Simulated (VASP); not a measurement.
Write the native input for VASP 6.6.1 that does the following.

- Task: single point
- Functional: LDA
- Potentials or basis: VASP PAW LDA potentials, release 64 (Nb_sv)
- Cutoff: 520 eV
- k mesh: 14 × 14 × 14
- Occupations: fermi-dirac, width 0.136057 eV
- Spin: no spin polarisation
- Dipole correction: no
- Further INCAR settings: ALGO = Normal; EDIFF = 1e-06; NBANDS = 12

The structure of Nb lies in POSCAR:

```
Nb
1.0
    0.0000000000      2.0683461316      2.0683461316
    2.0683461316      0.0000000000      2.0683461316
    2.0683461316      2.0683461316      0.0000000000
Nb
1
Direct
    0.0000000000      0.0000000000      0.0000000000
```

One way to write it, as run:

INCAR

```
PREC = Accurate ; ENCUT = 520
EDIFF = 1E-6 ; ISMEAR = -1
SIGMA = 0.13605693000000002 ; LREAL = False
LASPH = True ; NELM = 60
ALGO = Normal ; ISIF = 2
LWAVE = False ; LCHARG = True
LELF = True ; LVHAR = True
NBANDS = 12
```

KPOINTS

```
Automatic mesh
0
Gamma
  14 14 14
```

Potentials or basis: VASP PAW LDA potentials, release 64 (Nb_sv).

Run with:

```console
$ cat potpaw_LDA.64/Nb_sv/POTCAR > POTCAR
$ mpirun -np 1 vasp_std > vasp.out
```

Results of the run:

* Pressure: 0.4 GPa

Wall time 7 s on 1 thread of Intel(R) Xeon(R) 6975P-C (Granite Rapids), on a shared host, peak memory 0.14 GiB.
